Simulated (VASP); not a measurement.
Input of a VASP 6.6.1 run:

File INCAR:

```
SYSTEM = Hg
PREC = Accurate ; ENCUT = 550
EDIFF = 1E-6 ; ISMEAR = -1
SIGMA = 0.6 ; LREAL = .False.
LASPH = .True. ; NELM = 120
ALGO = Normal ; ISIF = 2
LWAVE = .False. ; LCHARG = .True.
LELF = .True. ; LVHAR = .True.
NBANDS = 16 ; GGA_COMPAT = .False.
```

Contents of KPOINTS:

```
regular mesh
0
Gamma
  11 11 11
  0 0 0
```

The input POSCAR:

```
Hg
1.0
    1.7463233735      1.0082402698      2.1478810803
   -1.7463233735      1.0082402698      2.1478810803
    0.0000000000     -2.0164805396      2.1478810803
Hg
1
Direct
    0.0000000000      1.0000000000      0.0000000000
```

Potentials or basis: VASP PAW LDA potentials, release 64 (Hg_sv_GW).

Launch:

```bash
$ cat potpaw_LDA.64/Hg_sv_GW/POTCAR > POTCAR
$ mpirun -np 1 vasp_std > vasp.out
```

Problem. Predict the pressure.

Solution. 0.3 GPa.

Problem. Estimate the band gap on the k mesh.

Solution. Zero (bands 10 and 11 overlap by 2.74 eV).

Stress tensor (GPa, compression positive):
```
0.38 0.00 0.00
0.00 0.38 0.00
0.00 0.00 0.15
```

Caveat: so wide a smearing shifts energies and pressures; spin-orbit coupling is left out, which moves the levels of the heavy elements.
